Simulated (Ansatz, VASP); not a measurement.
## Ti in VASP and in Ansatz

```xyz
2
Lattice="2.9057 0.0000 0.0000 -1.4529 2.5165 0.0000 0.0000 0.0000 4.6860" Properties=species:S:1:pos:R:3 pbc="T T T"
Ti    0.0000    1.6776    1.1715
Ti    1.4529    0.8388    3.5145
```

Change from the starting cell: strain -0.0150 x Voigt [1, 1, 0, 0, 0, 0], atoms carried along.

Alike in both runs: task single point; functional r2SCAN; k mesh 18 × 18 × 10; occupations gaussian, width 0.15 eV; no spin polarisation.

```csv
,VASP,Ansatz
version,VASP 6.6.1,Ansatz 0.2.0
potentials or method,"VASP PAW PBE potentials, release 64 (Ti_sv), cutoff 520 eV","scalar-relativistic, plane waves, PAW"
valence electrons in the cell,24,24
```

```csv
,VASP,Ansatz,Ansatz less VASP
gap on the k mesh at the Fermi level (eV),none,none,-
pressure (GPa),1.6,1.2,-0.38
"traceless stress, the component that is largest in VASP (GPa)",-1.72,-1.72,-0.004
```

VASP's potentials were made for PBE, not for r2SCAN. A gap of «none» marks a metal or a gap that the smearing closes. The functional is the same, so the differences come from potentials, cutoffs and numerics.
